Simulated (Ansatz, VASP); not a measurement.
## Two plane-wave programs on Pb

The input INCAR:

```
  ALGO = Fast
  EDIFF = 1E-6
  ENCUT = 520
  GGA = RE
  ISIF = 2
  ISMEAR = -1
  LASPH = True
  LCHARG = False
  LREAL = False
  LWAVE = False
  NBANDS = 13
  NELM = 60
  PREC = Accurate
  SIGMA = 0.05
```

Contents of KPOINTS:

```
k-points
0
Gamma
  5 5 5
```

File POSCAR:

```
Pb
1.0
    0.0193336300      2.4628699300      2.4528113600
    2.5028571400     -0.0067465600      2.4788915500
    2.4813249000      2.4674178800      0.0147856800
Pb
1
Direct
    0.0000000000      0.0000000000      0.0000000000
```

Contents of input.yaml:

```yaml
crystal:
  lattice:
    - [0.01933363, 2.46286993, 2.45281136]
    - [2.50285714, -0.00674656, 2.47889155]
    - [2.4813249, 2.46741788, 0.01478568]
  atoms:
    - { symbol: Pb, position: [0.0, 0.0, 0.0] }
hamiltonian:
  xc: revpbe
  pseudopotentials: { kind: paw }
kpoints:
  mp_grid: { grid: [5, 5, 5] }
  band_path:
    path:
      - [[0.0, -0.5, 0.0], [0.0, 0.0, 0.0], [0.5, 0.5, 0.5]]
      - [[0.5, 0.0, 0.5], [0.0, 0.0, 0.0], [-0.5, 0.0, 0.0]]
      - [[-0.5, -0.5, 0.0], [0.0, 0.0, 0.0], [0.0, 0.5, 0.5]]
      - [[0.0, 0.0, 0.5], [0.0, 0.0, 0.0]]
    npoints: 14
scf:
  occupations: { method: fermi_dirac, width: 0.05 }
  n_extra_bands: 6
output:
  forces: true
  stress: true
  eigenvalues: true
  fatbands: true
```

Alike in both runs: functional revPBE; k mesh 5 × 5 × 5; occupations fermi-dirac, width 0.05 eV; no spin polarisation.

|  | VASP | Ansatz |
| --- | --- | --- |
| version | VASP 6.6.1 | Ansatz 0.2.0 |
| potentials or method | VASP PAW PBE potentials, release 64 (Pb_d) | Ansatz PAW |
| plane-wave cutoff (eV) | 520 | 420 |
| valence electrons in the cell | 14 | 14 |
| task | single point | band structure |

```csv
,VASP,Ansatz,Ansatz less VASP
gap on the k mesh at the Fermi level (eV),none,none,-
pressure (GPa),3.4,3.4,+0.05
"traceless stress, the component that is largest in VASP (GPa)",-0.65,-0.65,-0.001
```

VASP's potentials were made for PBE, not for revPBE. A gap of «none» marks a metal or a gap that the smearing closes.

The k mesh is coarse, so the values compare programs but aren't converged. Spin-orbit coupling is off throughout.
